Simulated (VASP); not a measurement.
# Mo3P4 (P-43m) in VASP: notebook

The runs below take Mo3P4 through relaxation of cell and atoms, single point, with PBE.

Program: VASP 6.6.1. These are calculated values, not measurements. Logs are shortened: lines on timing, memory, paths and dates and some standing lists are left out, and cuts for length are marked.

### Step 1. The cell of the first run

Symmetry: P-43m, No. 215, cubic system. Conventional cell: a = 5.240 Å, b = 5.240 Å, c = 5.240 Å, α = 90.00°, β = 90.00°, γ = 90.00°. Within 3.1 Å of Mo (site symmetry -42m) lie 4 P at 2.36 Å. P (site symmetry 3m) has 3 Mo at 2.36 Å within 3.1 Å.

The cell was generated, and may not be a known phase.

### Step 2. Relaxation of cell and atoms, PBE

INCAR

```
ALGO = Normal
EDIFF = 1E-6
EDIFFG = -0.04
ENCUT = 600
GGA = PE
IBRION = 2
ISIF = 3
ISMEAR = 0
LASPH = True
LCHARG = False
LREAL = False
LWAVE = False
NELM = 80
NSW = 90
PREC = Accurate
SIGMA = 0.1
```

KPOINTS

```
k-points
0
Gamma
  4 4 4
```

POSCAR

```
Mo3P4
1.0
    5.2397490600      0.0000000000      0.0000000000
    0.0000000000      5.2397490600      0.0000000000
    0.0000000000      0.0000000000      5.2397490600
Mo P
3 4
Direct
    0.0000000000      0.0000000000      0.5000000000
    0.5000000000      0.0000000000      0.0000000000
    0.0000000000      0.5000000000      0.0000000000
    0.7237776700      0.2762223300      0.2762223300
    0.2762223300      0.7237776700      0.2762223300
    0.2762223300      0.2762223300      0.7237776700
    0.7237776700      0.7237776700      0.7237776700
```

Potentials or basis: VASP PAW PBE potentials, release 64 (Mo_sv, P).

The run is started by

```sh
$ cat potpaw_PBE.64/Mo_sv/POTCAR potpaw_PBE.64/P/POTCAR > POTCAR
$ mpirun -np 1 vasp_std > vasp.out
```

OUTCAR:

```text
EDIFF = 1E-6
   EDIFFG = -0.04
   ENCUT = 600
   GGA = PE
   IBRION = 2
   ISIF = 3
   ISMEAR = 0
   LASPH = True
   LREAL = False
   NELM = 80
   NSW = 90
   PREC = Accurate

 ion  position               nearest neighbor table
   1  0.000  0.000  0.500-   4 2.36   5 2.36   6 2.36   7 2.36
   2  0.500  0.000  0.000-   4 2.36   5 2.36   6 2.36   7 2.36
   3  0.000  0.500  0.000-   4 2.36   5 2.36   6 2.36   7 2.36
   4  0.724  0.276  0.276-   1 2.36   2 2.36   3 2.36
   5  0.276  0.724  0.276-   1 2.36   2 2.36   3 2.36
   6  0.276  0.276  0.724-   1 2.36   2 2.36   3 2.36
   7  0.724  0.724  0.724-   1 2.36   2 2.36   3 2.36

  LATTYP: Found a simple cubic cell.
 ALAT       =     5.2397490600

  Lattice vectors:

 A1 = (   5.2397490600,   0.0000000000,   0.0000000000)
 A2 = (   0.0000000000,   5.2397490600,   0.0000000000)
 A3 = (   0.0000000000,   0.0000000000,   5.2397490600)

Analysis of symmetry for initial positions (statically):
=====================================================================
 Subroutine PRICEL returns:
 Original cell was already a primitive cell.

 Routine SETGRP: Setting up the symmetry group for a
 simple cubic supercell.

 Subroutine GETGRP returns: Found 24 space group operations
 (whereof 24 operations were pure point group operations)
 out of a pool of 48 trial point group operations.

The static configuration has the point symmetry T_d .

Analysis of symmetry for dynamics (positions and initial velocities):
=====================================================================
 Subroutine PRICEL returns:
 Original cell was already a primitive cell.

 Routine SETGRP: Setting up the symmetry group for a
 simple cubic supercell.

 Subroutine GETGRP returns: Found 24 space group operations
 (whereof 24 operations were pure point group operations)
 out of a pool of 48 trial point group operations.

The dynamic configuration has the point symmetry T_d .

 Subroutine INISYM returns: Found 24 space group operations
 (whereof 24 operations are pure point group operations),
 and found     1 'primitive' translations

----------------------------------------------------------------------------------------

                                     Primitive cell

  volume of cell :     143.8572

  direct lattice vectors                    reciprocal lattice vectors
     5.239749060  0.000000000  0.000000000     0.190848834  0.000000000  0.000000000
[... 84 lines left out ...]
   NSW    =     90    number of steps for IOM
   IBRION =      2    ionic relax: 0-MD 1-quasi-New 2-CG
   NFREE  =      1    steps in history (QN), initial steepest desc. (CG)
   ISIF   =      3    stress and relaxation
   ISYM   =      2    0-nonsym 1-usesym 2-fastsym
   POTIM  = 0.5000    time-step for ionic-motion
   TEBEG  =    0.0;   TEEND  =   0.0 temperature during run
   PSTRESS=    0.0 pullay stress
   NELECT =      62.0000    total number of electrons
   NUPDOWN=      -1.0000    fix difference up-down
   EMIN   =  10.00;   EMAX   =-10.00  energy-range for DOS
   EFERMI =   0.00;   METHOD = LEGACY
   ISMEAR =     0;   SIGMA  =   0.10  broadening in eV -4-tet -1-fermi 0-gaus
   EFERMI_NEDOS =   21; number of points for ismear=-14 and -15
   IALGO  =     38    algorithm
   IMIX   =      4    mixing-type and parameters
     AMIX     =   0.40;   BMIX     =  1.00
     AMIX_MAG =   1.60;   BMIX_MAG =  1.00
  volume/ion in A,a.u.               =      20.55       138.69
  Fermi-wavevector in a.u.,A,eV,Ry     =   1.236597  2.336830 20.805655  1.529172
  Thomas-Fermi vector in A             =   2.371199
   LORBIT       =      0    0 simple, 1 ext, 2 COOP (PROOUT), +10 PAW based schemes
   GGA     = PE    functional components
   LHFCALC =     F    Hartree Fock is set to
   AEXX    =    0.0000 exact exchange contribution
   IVDW    =     0    specifies the selected vdW correction
   LEPSILON=     F    determine dielectric tensor
   LRPA    =     F    only Hartree local field effects (RPA)
 conjugate gradient relaxation of ions
 non-spin polarized calculation
 Gauss-broadening in eV      SIGMA  =   0.10
  energy-cutoff  :      600.00
  volume of cell :      143.86
 maximum number of plane-waves:      4828
 NGX is ok and might be reduce to    42
   NGX = 21   NGY = 21   NGZ = 21

--------------------------------------- Ionic step        1  -------------------------------------------

 number of electron      62.0000007 magnetization

 Free energy of the ion-electron system (eV)
  ---------------------------------------------------
  ext. energy  EPLUGINS =         0.00000000
  ---------------------------------------------------
  free energy    TOTEN  =       -52.17820201 eV

  energy without entropy =      -52.13190139  energy(sigma->0) =      -52.15505170

------------------------ aborting loop because EDIFF is reached ----------------------------------------

  FORCE on cell =-STRESS in cart. coord.  units (eV):
  Direction    XX          YY          ZZ          XY          YZ          ZX
  --------------------------------------------------------------------------------------
  -------------------------------------------------------------------------------------
  Total       -3.7411358     -3.7411358     -3.7411358     -0.0000000      0.0000000     -0.0000000
  in kB      -41.6660747    -41.6660747    -41.6660747     -0.0000000      0.0000000     -0.0000000
  external PRESSURE =     -41.6660747 kB  Pullay stress =       0.0000000 kB
[... 104 lines left out ...]
  FREE ENERGIE OF THE ION-ELECTRON SYSTEM (eV)
  ---------------------------------------------------
  free  energy   TOTEN  =       -52.2463856891 eV

  energy  without entropy=      -52.2032446419  energy(sigma->0) =      -52.22481517

[... ionic steps 4 to 11 ...]

--------------------------------------- Ionic step       12  -------------------------------------------

 number of electron      62.0000006 magnetization

------------------------ aborting loop because EDIFF is reached ----------------------------------------
[... 77 lines left out ...]
--------------------------------------- Ionic step       14  -------------------------------------------

 number of electron      62.0000004 magnetization

 Free energy of the ion-electron system (eV)
  ---------------------------------------------------
  ext. energy  EPLUGINS =         0.00000000
  ---------------------------------------------------
  free energy    TOTEN  =       -52.60502948 eV

  energy without entropy =      -52.56803120  energy(sigma->0) =      -52.58653034

 E-fermi :   8.5420     XC(G=0): -11.3963

 val. band max:        8.5390213388   @ k =   0.5000   0.2500   0.2500
 cond. band min:       8.5801891161   @ k =   0.5000   0.2500   0.2500
 fundamental gap:      0.0411677774
 Fermi energy:         8.5419712966

 k-point     1 :       0.0000    0.0000    0.0000
  band No.  band energies     occupation
      1     -52.3033      2.00000
      2     -52.2874      2.00000
      3     -52.2874      2.00000
      4     -26.5114      2.00000
      5     -26.5114      2.00000
      6     -26.5114      2.00000
[... 423 lines left out ...]
  FREE ENERGIE OF THE ION-ELECTRON SYSTEM (eV)
  ---------------------------------------------------
  free  energy   TOTEN  =       -52.6050294848 eV

  energy  without entropy=      -52.5680311956  energy(sigma->0) =      -52.58653034

 reached required accuracy - stopping structural energy minimisation
```

OSZICAR:

```text
N       E                     dE             d eps       ncg     rms          rms(c)
DAV:   1     0.591478077679E+03    0.59148E+03   -0.37661E+04   820   0.175E+03
DAV:   2    -0.267652867461E+02   -0.61824E+03   -0.60656E+03   878   0.432E+02
DAV:   3    -0.555801009437E+02   -0.28815E+02   -0.27644E+02   944   0.798E+01
DAV:   4    -0.564633786830E+02   -0.88328E+00   -0.85531E+00   928   0.126E+01
[... 148 lines left out ...]
DAV:   4    -0.526049252379E+02    0.12799E-02   -0.88620E-03   806   0.564E-01    0.979E-02
DAV:   5    -0.526049952469E+02   -0.70009E-04   -0.51104E-04  1068   0.104E-01    0.684E-02
DAV:   6    -0.526050296674E+02   -0.34420E-04   -0.25711E-04   911   0.539E-02    0.230E-02
DAV:   7    -0.526050291720E+02    0.49542E-06   -0.22016E-05   801   0.203E-02    0.102E-02
DAV:   8    -0.526050294848E+02   -0.31282E-06   -0.60622E-06   750   0.961E-03
  14 F= -.52605029E+02 E0= -.52586530E+02  d E =-.448094E-02
```

CONTCAR:

```text
Mo3P4
   1.00000000000000
     4.9438002316953584   -0.0000000000000001    0.0000000000000001
    -0.0000000000000001    4.9438002316953584   -0.0000000000000000
     0.0000000000000001   -0.0000000000000002    4.9438002316953584
  Mo              P
     3     4
Direct
     0.0000000000000000    0.0000000000000000    0.5000000000000000
     0.5000000000000000    0.0000000000000000    0.0000000000000000
     0.0000000000000000    0.5000000000000000    0.0000000000000000
     0.6928577380269064    0.3071422619730936    0.3071422619730935
     0.3071422619730935    0.6928577380269064    0.3071422619730935
     0.3071422619730935    0.3071422619730935    0.6928577380269064
     0.6928577380269064    0.6928577380269064    0.6928577380269064

  0.00000000E+00  0.00000000E+00  0.00000000E+00
  0.00000000E+00  0.00000000E+00  0.00000000E+00
  0.00000000E+00  0.00000000E+00  0.00000000E+00
  0.00000000E+00  0.00000000E+00  0.00000000E+00
  0.00000000E+00  0.00000000E+00  0.00000000E+00
  0.00000000E+00  0.00000000E+00  0.00000000E+00
  0.00000000E+00  0.00000000E+00  0.00000000E+00
```

Wall time 4.4 min (1 thread of Intel Xeon 6975P-C (Granite Rapids), shared host); peak memory 0.29 GiB.

Results:

* Free energy: -52.6050 eV
* Relaxed volume: 17.26 Å³/atom
* Relaxed cell: a = 4.944 Å, b = 4.944 Å, c = 4.944 Å, α = 90.00°, β = 90.00°, γ = 90.00°
* Space group after relaxing (to 0.1 Å): P-43m (No. 215)
* Energy gained by relaxing: 61.0 meV/atom
* Ionic steps: 14
* Pressure after relaxing: -0.1 GPa
* Largest force after relaxing: 0.007 eV/Å
* Band gap on the k mesh: zero (bands 31 and 32 overlap by 1.08 eV)

Forces on the atoms (eV/Å):
```
Mo   0.000  0.000  0.000
Mo   0.000  0.000  0.000
Mo   0.000  0.000  0.000
P   -0.004  0.004  0.004
P    0.004 -0.004  0.004
P    0.004  0.004 -0.004
P   -0.004 -0.004 -0.004
```

Step by step:
| step | energy change (eV) | largest force (eV/Å) | pressure (GPa) | volume (Å³) |
| --- | --- | --- | --- | --- |
| 1 | 0.0000 | 0.2532 | -4.17 | 143.86 |
| 2 | 0.0500 | 0.8605 | 5.96 | 133.01 |
| 3 | -0.0682 | 0.2003 | -0.19 | 139.03 |
| 4 | -0.0682 | 0.2098 | -0.10 | 138.93 |
| 5 | -0.0760 | 0.2234 | -0.11 | 138.33 |
| 6 | -0.1039 | 0.2929 | -0.21 | 136.52 |
| 7 | -0.1824 | 0.3920 | -0.46 | 132.94 |
| 8 | -0.3583 | 0.3188 | -0.25 | 125.99 |
| 9 | -0.1304 | 1.1344 | 4.24 | 112.81 |
| 10 | -0.3956 | 0.2849 | 0.46 | 123.47 |
| 11 | -0.4177 | 0.0087 | 1.55 | 118.59 |
| 12 | -0.4223 | 0.1514 | 1.08 | 120.36 |
| 13 | -0.4096 | 0.2889 | -2.24 | 121.76 |
| 14 | -0.4268 | 0.0069 | -0.07 | 120.83 |

Final structure:
```yaml
crystal:
  lattice:
    - [4.94380, 0.00000, 0.00000]
    - [0.00000, 4.94380, 0.00000]
    - [0.00000, 0.00000, 4.94380]
  atoms:
    - { symbol: Mo, position: [0.00000, 0.00000, 0.50000] }
    - { symbol: Mo, position: [0.50000, 0.00000, 0.00000] }
    - { symbol: Mo, position: [0.00000, 0.50000, 0.00000] }
    - { symbol: P, position: [0.69286, 0.30714, 0.30714] }
    - { symbol: P, position: [0.30714, 0.69286, 0.30714] }
    - { symbol: P, position: [0.30714, 0.30714, 0.69286] }
    - { symbol: P, position: [0.69286, 0.69286, 0.69286] }
```

Caveat: the volume moved by over 15 % at a fixed basis, so the end points are rough.

### Step 3. Single point, PBE, collinear spin

This run uses another cell than the first one, of 17.25 Å³/atom.

INCAR

```
SYSTEM = Mo3P4
ALGO     = Normal         ! electronic algorithm
EDIFF    = 1E-7           ! SCF threshold, eV
ENCUT    = 520            ! plane-wave cutoff, eV
GGA      = PE             ! functional
ISIF     = 2              ! what is computed and relaxed
ISMEAR   = 0              ! smearing method
ISPIN    = 2              ! spin polarisation
LASPH    = .TRUE.         ! aspherical terms in the spheres
LCHARG   = .FALSE.        ! write CHGCAR
LMAXMIX  = 4              ! l up to which the mixer works
LORBIT   = 11             ! projections on sites
LREAL    = .FALSE.        ! projectors in reciprocal space
LWAVE    = .FALSE.        ! write WAVECAR
MAGMOM   = 1 1 1 0 0 0 0  ! initial moments
NBANDS   = 44             ! bands
NELM     = 150            ! most SCF steps
PREC     = Accurate       ! precision mode
SIGMA    = 0.1            ! smearing width, eV
```

KPOINTS

```
k-points
0
G
  4 4 4
  0 0 0
```

POSCAR

```
Mo3P4
1.0
    4.9429750564      0.0000000000      0.0000000000
    0.0000000000      4.9429750564      0.0000000000
    0.0000000000      0.0000000000      4.9429750564
Mo P
3 4
Direct
    0.0000000000      0.0000000000      0.5000000000
    0.5000000000      0.0000000000      0.0000000000
    0.0000000000      0.5000000000      0.0000000000
    0.6928621735      0.3071378265      0.3071378265
    0.3071378265      0.6928621735      0.3071378265
    0.3071378265      0.3071378265      0.6928621735
    0.6928621735      0.6928621735      0.6928621735
```

Potentials or basis: VASP PAW PBE potentials, release 64 (Mo_sv, P).

The run is started by

```sh
$ cat potpaw_PBE.64/Mo_sv/POTCAR potpaw_PBE.64/P/POTCAR > POTCAR
$ mpirun -np 1 vasp_std > vasp.out
```

It took 49 s on 1 thread of Intel Xeon 6975P-C (Granite Rapids), shared host; peak memory 0.31 GiB.

It converged, with:

* Free energy: -52.5969 eV
* Pressure: 0.0 GPa
* Largest force: 0.013 eV/Å
* Band gap on the k mesh: zero (filled and empty bands overlap)
* Net moment: 0.00 μB per cell
* Valence electrons inside the program's atomic spheres: Mo 12.48; P 2.50

Forces on the atoms (eV/Å):
```
Mo   0.000  0.000  0.000
Mo   0.000  0.000  0.000
Mo   0.000  0.000  0.000
P   -0.007  0.007  0.007
P    0.007 -0.007  0.007
P    0.007  0.007 -0.007
P   -0.007 -0.007 -0.007
```

Levels at points of the mesh, in eV from the Fermi level:
Spin up:
```tsv
k point	band 27	band 28	band 29	band 30	band 31	band 32	band 33	band 34	band 35	band 36
(0.00, 0.00, 0.00)	-0.71	-0.71	-0.71	-0.05	-0.05	0.85	0.85	0.85	1.05	1.96
(0.50, 0.00, 0.00)	-1.59	-1.53	-1.53	-0.54	-0.33	-0.33	0.42	0.72	1.28	1.81
(0.50, 0.50, 0.00)	-1.11	-1.11	-0.79	-0.78	0.08	0.08	0.64	0.68	0.68	1.30
(0.50, 0.50, 0.50)	-1.89	-1.89	-0.61	0.75	0.75	0.75	1.58	1.58	1.58	3.10
```
Spin down:
```csv
k point,band 28,band 29,band 30,band 31,band 32,band 33,band 34,band 35
"(0.00, 0.00, 0.00)",-0.71,-0.71,-0.05,-0.05,0.85,0.85,0.85,1.05
"(0.50, 0.00, 0.00)",-1.53,-1.53,-0.54,-0.33,-0.33,0.42,0.72,1.28
"(0.50, 0.50, 0.00)",-1.11,-0.79,-0.78,0.08,0.08,0.64,0.68,0.68
"(0.50, 0.50, 0.50)",-1.89,-0.61,0.75,0.75,0.75,1.58,1.58,1.58
```

### Step 4. Relaxation of cell and atoms, PBE

This run uses another cell than the first one, of 17.25 Å³/atom.

INCAR

```
ALGO = Normal
EDIFF = 1E-6
EDIFFG = -0.01
ENCUT = 600
GGA = PE
IBRION = 2
ISIF = 3
ISMEAR = 0
LASPH = True
LCHARG = False
LREAL = False
LWAVE = False
NELM = 60
NSW = 100
PREC = Accurate
SIGMA = 0.1
```

KPOINTS

```
k-points
0
Gamma
  8 8 8
```

POSCAR is that of step 3.

The run is started by

```sh
$ cat potpaw_PBE.64/Mo_sv/POTCAR potpaw_PBE.64/P/POTCAR > POTCAR
$ mpirun -np 1 vasp_std > vasp.out
```

Run time: 3.7 min. Hardware: 1 thread of Intel Xeon 6975P-C (Granite Rapids), shared host; peak memory 0.35 GiB.

The run converged. Its results:

| Quantity | Value |
| --- | --- |
| Free energy | -52.5945 eV |
| Relaxed volume | 17.40 Å³/atom |
| Relaxed cell | a = 4.957 Å, b = 4.957 Å, c = 4.957 Å, α = 90.00°, β = 90.00°, γ = 90.00° |
| Space group after relaxing (to 0.1 Å) | P-43m (No. 215) |
| Energy gained by relaxing | 0.6 meV/atom |
| Ionic steps | 6 |
| Pressure after relaxing | 0.0 GPa |
| Largest force after relaxing | 0.003 eV/Å |
| Band gap on the k mesh | zero (bands 31 and 32 overlap by 1.06 eV) |

Forces on the atoms (eV/Å):
```
Mo   0.000  0.000  0.000
Mo   0.000  0.000  0.000
Mo   0.000  0.000  0.000
P   -0.002  0.002  0.002
P    0.002 -0.002  0.002
P    0.002  0.002 -0.002
P   -0.002 -0.002 -0.002
```

Step by step:
```
step  energy change (eV)  largest force (eV/Å)  pressure (GPa)  volume (Å³)
   1              0.0000                0.1183           -0.06       120.77
   2             -0.0017                0.0432            0.46       120.66
   3             -0.0018                0.0200            0.61       120.62
   4             -0.0028                0.0147            0.49       120.86
   5             -0.0044                0.0003            0.12       121.58
   6             -0.0045                0.0035            0.02       121.77
```

Final structure:
```yaml
crystal:
  lattice:
    - [4.95657, 0.00000, 0.00000]
    - [0.00000, 4.95657, 0.00000]
    - [0.00000, 0.00000, 4.95657]
  atoms:
    - { symbol: Mo, position: [0.00000, 0.00000, 0.50000] }
    - { symbol: Mo, position: [0.50000, 0.00000, 0.00000] }
    - { symbol: Mo, position: [0.00000, 0.50000, 0.00000] }
    - { symbol: P, position: [0.69515, 0.30485, 0.30485] }
    - { symbol: P, position: [0.30485, 0.69515, 0.30485] }
    - { symbol: P, position: [0.30485, 0.30485, 0.69515] }
    - { symbol: P, position: [0.69515, 0.69515, 0.69515] }
```

Levels at points of the mesh, in eV from the Fermi level:
| k point | band 28 | band 29 | band 30 | band 31 | band 32 | band 33 | band 34 | band 35 |
| --- | --- | --- | --- | --- | --- | --- | --- | --- |
| (0.00, 0.00, 0.00) | -0.75 | -0.75 | -0.02 | -0.02 | 0.86 | 0.86 | 0.86 | 1.08 |
| (0.50, 0.00, 0.00) | -1.54 | -1.53 | -0.52 | -0.30 | -0.30 | 0.44 | 0.71 | 1.38 |
| (0.50, 0.50, 0.00) | -1.10 | -0.75 | -0.67 | 0.11 | 0.11 | 0.72 | 0.72 | 0.73 |
| (0.50, 0.50, 0.50) | -1.89 | -0.54 | 0.76 | 0.76 | 0.76 | 1.57 | 1.57 | 1.57 |

### Step 5. Overview

| task | spin | cell | k mesh | cutoff (eV) | gap on the mesh (eV) | pressure (GPa) | relaxed volume (Å³/atom) | largest force (eV/Å) |
| --- | --- | --- | --- | --- | --- | --- | --- | --- |
| relaxation of cell and atoms | off | relaxed from a = 5.240 Å, 7 atoms, atomic positions A | 4 × 4 × 4 | 600 | none | -0.1 | 17.26 | 0.01 |
| single point | collinear | a = 4.943 Å, 7 atoms, atomic positions B | 4 × 4 × 4 | 520 | none | 0.0 | - | 0.01 |
| relaxation of cell and atoms | off | relaxed from a = 4.943 Å, 7 atoms, atomic positions B | 8 × 8 × 8 | 600 | none | 0.0 | 17.40 | - |

Alike in all rows: level PBE; potentials or basis VASP PAW PBE potentials, release 64 (Mo_sv, P); smearing gaussian 0.1 eV.

Caveats: the volume moved by over 15 % at a fixed basis, so the end points are rough (at least some runs).

Absolute energies hang on the potentials; compare differences alone.

The gap in the log of VASP goes by the Fermi energy; the results here count the filled bands.